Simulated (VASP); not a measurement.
Runs of VASP 6.6.1 on ZnS. The structure is that of space group F-43m (No. 216), or close to it. The cells are those of the table. 

| cell | gap on the mesh (eV) | pressure (GPa) | largest force (eV/Å) |
| --- | --- | --- | --- |
| a = 3.787, b = 3.787, c = 3.748 Å, angles 60.3, 60.3, 59.3°, 2 atoms | (a) | (b) | - |
| a = 3.787 Å, angles 61.3°, 2 atoms | 1.89 | -1.9 | 0.20 |
| a = 3.806, b = 3.806, c = 3.825 Å, angles 59.8, 59.8, 60.3°, 2 atoms | 1.98 | -1.3 | - |
| a = 3.844, b = 3.844, c = 3.863 Å, angles 59.8, 59.8, 60.3°, 2 atoms | 1.86 | -3.3 | - |
| a = 3.844 Å, angles 59.3°, 2 atoms | 1.94 | -2.0 | 0.08 |

Alike in all rows: task single point; level PBEsol; potentials or basis VASP PAW PBE potentials, release 64 (Zn, S); no spin polarisation; k mesh 9 × 9 × 9; cutoff (eV) 520; smearing fermi-dirac 0.01 eV.

Q: Fill in the values left out.

A: (a) 2.11; (b) 1.1.

Caveats: the PAW data sets were made with another functional, which shifts forces and pressure a little; the cell stands under tension (at least some runs).

